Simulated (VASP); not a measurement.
# PbSe (Cm) in VASP: single point with r2SCAN

Aim: the single point of PbSe with r2SCAN.

All numbers are computed with VASP 6.6.1; they aren't measurements. Logs are shortened: lines on timing, memory, paths and dates and some standing lists are left out, and cuts for length are marked.

## 1. The cell of the first run

Symmetry: Cm, No. 8, monoclinic system. Conventional cell: a = 7.501 Å, b = 4.331 Å, c = 4.331 Å, α = 90.00°, β = 125.26°, γ = 90.00°. Pb (site symmetry m) has 6 Se at 2.87 to 3.27 Å within 3.8 Å. Within 3.8 Å of Se (site symmetry m) lie 6 Pb at 2.87 to 3.27 Å.

## 2. Single point, r2SCAN (atom 2 (Se) moved by (-0.200, -0.200) A along [1 1 0] and z)

POSCAR

```
PbSe
1.0
    0.0000000000      3.0621500000      3.0621500000
    3.0621500000      0.0000000000      3.0621500000
    3.0621500000      3.0621500000      0.0000000000
Pb Se
1 1
Direct
    0.0000000000      0.0000000000      0.0000000000
    0.4673432066      0.4673432066      0.4864731133
```

INCAR.step1

```
SYSTEM = PbSe
PREC     = Accurate       ! precision mode
ENCUT    = 520            ! plane-wave cutoff, eV
ISMEAR   = 0              ! smearing method
SIGMA    = 0.05           ! smearing width, eV
LREAL    = .FALSE.        ! projectors in reciprocal space
LASPH    = .TRUE.         ! aspherical terms in the spheres
NELM     = 100            ! most SCF steps
NBANDS   = 17             ! bands
GGA      = PE             ! functional
ALGO     = Normal         ! electronic algorithm
EDIFF    = 1E-4           ! SCF threshold, eV
LWAVE    = .TRUE.         ! write WAVECAR
LCHARG   = .FALSE.        ! write CHGCAR
```

INCAR.step2

```
SYSTEM = PbSe
PREC     = Accurate       ! precision mode
ENCUT    = 520            ! plane-wave cutoff, eV
EDIFF    = 1E-7           ! SCF threshold, eV
ISMEAR   = 0              ! smearing method
SIGMA    = 0.05           ! smearing width, eV
LREAL    = .FALSE.        ! projectors in reciprocal space
LASPH    = .TRUE.         ! aspherical terms in the spheres
NELM     = 100            ! most SCF steps
ALGO     = Normal         ! electronic algorithm
ISIF     = 2              ! what is computed and relaxed
LWAVE    = .FALSE.        ! write WAVECAR
LCHARG   = .TRUE.         ! write CHGCAR
METAGGA  = R2SCAN         ! meta-GGA
LMIXTAU  = .TRUE.       
LELF     = .TRUE.         ! ELF
LVHAR    = .TRUE.       
NBANDS   = 17             ! bands
ISTART   = 1
```

KPOINTS

```
Automatic mesh
0
G
  10 10 10
  0 0 0
```

Potentials or basis: VASP PAW PBE potentials, release 64 (Pb_d, Se).

Launch:

```console
> cat potpaw_PBE.64/Pb_d/POTCAR potpaw_PBE.64/Se/POTCAR > POTCAR
> cp INCAR.step1 INCAR
> mpirun -np 1 vasp_std > vasp.out
> cp INCAR.step2 INCAR
> mpirun -np 1 vasp_std > vasp.out
```

OUTCAR:

```text
SYSTEM = PbSe
   PREC = Accurate
   ENCUT = 520
   EDIFF = 1E-7
   ISMEAR = 0
   LREAL = .FALSE.
   LASPH = .TRUE.
   NELM = 100
   ISIF = 2
   METAGGA = R2SCAN
   ISTART = 1

 ion  position               nearest neighbor table
   1  0.000  0.000  0.000-   2 2.87   2 2.93   2 2.93   2 3.21   2 3.21   2 3.27
   2  0.467  0.467  0.486-   1 2.87   1 2.93   1 2.93   1 3.21   1 3.21   1 3.27

  LATTYP: Found a face centered cubic cell.
 ALAT       =     6.1243000000

  Lattice vectors:

 A1 = (   0.0000000000,   3.0621500000,   3.0621500000)
 A2 = (   3.0621500000,   0.0000000000,   3.0621500000)
 A3 = (   3.0621500000,   3.0621500000,   0.0000000000)

Analysis of symmetry for initial positions (statically):
=====================================================================
 Subroutine PRICEL returns:
 Original cell was already a primitive cell.

 Routine SETGRP: Setting up the symmetry group for a
 face centered cubic supercell.

 Subroutine GETGRP returns: Found  2 space group operations
 (whereof  2 operations were pure point group operations)
 out of a pool of 48 trial point group operations.

The static configuration has the point symmetry C_1h.

Analysis of symmetry for dynamics (positions and initial velocities):
=====================================================================
 Subroutine PRICEL returns:
 Original cell was already a primitive cell.

 Routine SETGRP: Setting up the symmetry group for a
 face centered cubic supercell.

 Subroutine GETGRP returns: Found  2 space group operations
 (whereof  2 operations were pure point group operations)
 out of a pool of 48 trial point group operations.

The dynamic configuration has the point symmetry C_1h.

 Subroutine INISYM returns: Found  2 space group operations
 (whereof  2 operations are pure point group operations),
 and found     1 'primitive' translations

----------------------------------------------------------------------------------------

                                     Primitive cell

  volume of cell :      57.4261

  direct lattice vectors                    reciprocal lattice vectors
     0.000000000  3.062150000  3.062150000    -0.163283967  0.163283967  0.163283967
     3.062150000  0.000000000  3.062150000     0.163283967 -0.163283967  0.163283967
     3.062150000  3.062150000  0.000000000     0.163283967  0.163283967 -0.163283967

  length of vectors
     4.330534060  4.330534060  4.330534060     0.282816127  0.282816127  0.282816127

  position of ions in fractional coordinates (direct lattice)
     0.000000000  0.000000000  0.000000000
     0.467343207  0.467343207  0.486473113

  ion indices of the primitive-cell ions
   primitive index   ion index
                 1           1
                 2           2

----------------------------------------------------------------------------------------

 KPOINTS: Automatic mesh

Automatic generation of k-mesh.
 Grid dimensions read from file:
 generate k-points for:   10   10   10

 Generating k-lattice:

  Cartesian coordinates                     Fractional coordinates (reciprocal lattice)
    -0.016328397  0.016328397  0.016328397     0.100000000  0.000000000  0.000000000
     0.016328397 -0.016328397  0.016328397     0.000000000  0.100000000  0.000000000
     0.016328397  0.016328397 -0.016328397     0.000000000  0.000000000  0.100000000

  Length of vectors
     0.028281613  0.028281613  0.028281613

  Shift w.r.t. Gamma in fractional coordinates (k-lattice)
     0.000000000  0.000000000  0.000000000

 Subroutine IBZKPT returns following result:
 ===========================================

 Found    282 irreducible k-points:

 Following reciprocal coordinates:
            Coordinates               Weight
  0.000000  0.000000  0.000000      1.000000
  0.100000  0.000000  0.000000      4.000000
  0.000000  0.000000  0.100000      2.000000
  0.100000  0.100000  0.100000      2.000000
  0.200000  0.000000  0.000000      4.000000
  0.000000  0.000000  0.200000      2.000000
[... 16 lines left out ...]
  0.200000  0.100000  0.200000      4.000000
  0.100000 -0.100000 -0.100000      4.000000
 [... further k-points ...]
   k-points           NKPTS =    282   k-points in BZ     NKDIM =    282   number of bands    NBANDS=     17
   number of dos      NEDOS =    301   number of ions     NIONS =      2
   total plane-waves  NPLWV =  32768
   dimension x,y,z NGX =    32 NGY =   32 NGZ =   32
   dimension x,y,z NGXF=    64 NGYF=   64 NGZF=   64
   ions per type =               1   1
   NGX,Y,Z   is equivalent  to a cutoff of  12.28, 12.28, 12.28 a.u.
   NGXF,Y,Z  is equivalent  to a cutoff of  24.57, 24.57, 24.57 a.u.
 SYSTEM =  PbSe
   PREC   = accura    normal or accurate (medium, high low for compatibility)
   ISTART =      1    job   : 0-new  1-cont  2-samecut
   ICHARG =      0    charge: 1-file 2-atom 10-const
   ISPIN  =      1    spin polarized calculation?
   LNONCOLLINEAR =      F non collinear calculations
   LSORBIT =      F    spin-orbit coupling
   LASPH  =      T    aspherical Exc in radial PAW
   ENCUT  =  520.0 eV  38.22 Ry    6.18 a.u.   8.05  8.05  8.05*2*pi/ulx,y,z
   NELM   =    100;   NELMIN=  2; NELMDL=  0     # of ELM steps
   EDIFF  = 0.1E-06   stopping-criterion for ELM
   LREAL  =      F    real-space projection
   EDIFFG = 0.1E-05   stopping-criterion for IOM
   NSW    =      0    number of steps for IOM
   IBRION =     -1    ionic relax: 0-MD 1-quasi-New 2-CG
   NFREE  =      0    steps in history (QN), initial steepest desc. (CG)
   ISIF   =      2    stress and relaxation
   ISYM   =      2    0-nonsym 1-usesym 2-fastsym
   POTIM  = 0.5000    time-step for ionic-motion
   TEBEG  =    0.0;   TEEND  =   0.0 temperature during run
   PSTRESS=    0.0 pullay stress
   NELECT =      20.0000    total number of electrons
   NUPDOWN=      -1.0000    fix difference up-down
   EMIN   =  10.00;   EMAX   =-10.00  energy-range for DOS
   EFERMI =   0.00;   METHOD = LEGACY
   ISMEAR =     0;   SIGMA  =   0.05  broadening in eV -4-tet -1-fermi 0-gaus
   EFERMI_NEDOS =   21; number of points for ismear=-14 and -15
   IALGO  =     38    algorithm
   IMIX   =      4    mixing-type and parameters
     AMIX     =   0.40;   BMIX     =  1.00
     AMIX_MAG =   1.60;   BMIX_MAG =  1.00
  volume/ion in A,a.u.               =      28.71       193.77
  Fermi-wavevector in a.u.,A,eV,Ry     =   1.151812  2.176610 18.050462  1.326672
  Thomas-Fermi vector in A             =   2.288467
   LORBIT       =      0    0 simple, 1 ext, 2 COOP (PROOUT), +10 PAW based schemes
   METAGGA = R2SCAN    functional components
   LHFCALC =     F    Hartree Fock is set to
   AEXX    =    0.0000 exact exchange contribution
   IVDW    =     0    specifies the selected vdW correction
   LEPSILON=     F    determine dielectric tensor
   LRPA    =     F    only Hartree local field effects (RPA)
 non-spin polarized calculation
 Gauss-broadening in eV      SIGMA  =   0.05
  energy-cutoff  :      520.00
  volume of cell :       57.43
 maximum number of plane-waves:      1572
   NGX = 17   NGY = 17   NGZ = 17

 number of electron      19.9999999 magnetization

 Free energy of the ion-electron system (eV)
  ---------------------------------------------------
  ext. energy  EPLUGINS =         0.00000000
  ---------------------------------------------------
  free energy    TOTEN  =       -71.89724604 eV

  energy without entropy =      -71.89724604  energy(sigma->0) =      -71.89724604

 E-fermi :   5.1234     XC(G=0): -10.0430

 val. band max:        4.8747207781   @ k =   0.0000   0.0000   0.5000
 cond. band min:       5.6026548568   @ k =   0.0000   0.0000   0.5000
 fundamental gap:      0.7279340787
 Fermi energy:         5.1234378581

 k-point     1 :       0.0000    0.0000    0.0000
  band No.  band energies     occupation
      1     -12.5242      2.00000
      2     -12.5234      2.00000
      3     -12.5234      2.00000
      4     -12.5146      2.00000
      5     -12.5137      2.00000
      6      -9.3347      2.00000
[... 9 lines left out ...]
     16      12.3892      0.00000
     17      13.5424      0.00000

 k-point     2 :       0.1000    0.0000    0.0000
  band No.  band energies     occupation
      1     -12.5289      2.00000
      2     -12.5256      2.00000
      3     -12.5199      2.00000
      4     -12.5132      2.00000
      5     -12.5115      2.00000
      6      -9.2535      2.00000
[... 9 lines left out ...]
     16      12.4282      0.00000
     17      14.3452      0.00000

 k-point     3 :       0.0000    0.0000    0.1000
  band No.  band energies     occupation
      1     -12.5291      2.00000
      2     -12.5255      2.00000
      3     -12.5200      2.00000
      4     -12.5138      2.00000
      5     -12.5108      2.00000
      6      -9.2525      2.00000
[... 9 lines left out ...]
     16      12.4109      0.00000
     17      14.3565      0.00000

 k-point     4 :       0.1000    0.1000    0.1000
  band No.  band energies     occupation
      1     -12.5259      2.00000
      2     -12.5253      2.00000
      3     -12.5236      2.00000
      4     -12.5123      2.00000
      5     -12.5113      2.00000
      6      -9.2593      2.00000
[... 9 lines left out ...]
     16      12.2522      0.00000
     17      14.2861      0.00000
[... 343 lines left out ...]
      1     -12.5462      2.00000
      2     -12.5237      2.00000
      3     -12.5216      2.00000
      4     -12.5078      2.00000
      5     -12.5014      2.00000
      6      -9.0370      2.00000
[... 9 lines left out ...]
     16      13.1610      0.00000
     17      15.0810      0.00000

 k-point    23 :       0.2000    0.1000    0.2000
  band No.  band energies     occupation
      1     -12.5417      2.00000
      2     -12.5236      2.00000
      3     -12.5218      2.00000
      4     -12.5085      2.00000
      5     -12.5031      2.00000
      6      -9.0575      2.00000
[... 9 lines left out ...]
     16      13.2629      0.00000
     17      15.0081      0.00000

 k-point    24 :       0.1000   -0.1000   -0.1000
  band No.  band energies     occupation
      1     -12.5456      2.00000
      2     -12.5240      2.00000
      3     -12.5176      2.00000
      4     -12.5112      2.00000
      5     -12.5022      2.00000
      6      -9.0407      2.00000
[... 9 lines left out ...]
     16      13.1269      0.00000
     17      15.0592      0.00000

 [... further k-points ...]

------------------------ aborting loop because EDIFF is reached ----------------------------------------

  FORCE on cell =-STRESS in cart. coord.  units (eV):
  Direction    XX          YY          ZZ          XY          YZ          ZX
  --------------------------------------------------------------------------------------
  -------------------------------------------------------------------------------------
  Total        0.8404181      0.8404181      1.1392050      0.0479627      0.0669181      0.0669181
  in kB       23.4475021     23.4475021     31.7835993      1.3381489      1.8670010      1.8670028
  external PRESSURE =      26.2262012 kB  Pullay stress =       0.0000000 kB

 VOLUME and BASIS-vectors are now :
 -----------------------------------------------------------------------------
  energy-cutoff  :      520.00
  volume of cell :       57.43
      direct lattice vectors                 reciprocal lattice vectors
     0.000000000  3.062150000  3.062150000    -0.163283967  0.163283967  0.163283967
     3.062150000  0.000000000  3.062150000     0.163283967 -0.163283967  0.163283967
     3.062150000  3.062150000  0.000000000     0.163283967  0.163283967 -0.163283967

 POSITION                                       TOTAL-FORCE (eV/Angst)
 -----------------------------------------------------------------------------------
      0.00000      0.00000      0.00000        -0.159137     -0.159137     -0.252884
      2.92073      2.92073      2.86215         0.159137      0.159137      0.252884
 -----------------------------------------------------------------------------------
    total drift:                                0.000052      0.000052      0.000138

  FREE ENERGIE OF THE ION-ELECTRON SYSTEM (eV)
  ---------------------------------------------------
  free  energy   TOTEN  =       -71.8972460408 eV

  energy  without entropy=      -71.8972460408  energy(sigma->0) =      -71.89724604
```

It took 4.7 min on 1 thread of Intel Xeon 6975P-C (Granite Rapids), shared host; peak memory 0.41 GiB.

Results:

| Item | Value |
| --- | --- |
| Free energy | -71.8972 eV |
| Pressure | 2.6 GPa |
| Largest force | 0.339 eV/Å |
| Band gap on the k mesh | 0.73 eV |

Forces in eV/Å, atoms in the order of the input:
```
Pb  -0.159 -0.159 -0.253
Se   0.159  0.159  0.253
```

Levels at points of the mesh, in eV from the valence-band top:
```tsv
k point	band 8	band 9	band 10	band 11	band 12	band 13
(0.00, 0.00, 0.00)	-2.11	-2.05	-1.88	4.52	4.84	5.02
(0.50, 0.00, 0.00)	-1.85	-1.70	-0.08	0.79	2.16	2.29
(0.00, 0.00, 0.50)	-1.81	-1.75	0.00	0.73	2.24	2.26
(0.50, 0.50, 0.50)	-1.77	-1.68	-0.46	1.05	1.98	2.08
(0.50, 0.50, 0.00)	-4.90	-3.43	-3.26	3.73	6.10	6.35
(0.00, 0.50, 0.50)	-5.01	-3.45	-3.21	3.59	6.13	6.45
```

Caveat: the cell differs from its parent crystal (atom 2 (Se) moved by (-0.200, -0.200) A along [1 1 0] and z); the PAW data sets were made with another functional, which shifts forces and pressure a little; spin-orbit coupling is left out, which moves the levels of the heavy elements. A k mesh can miss the band edges.
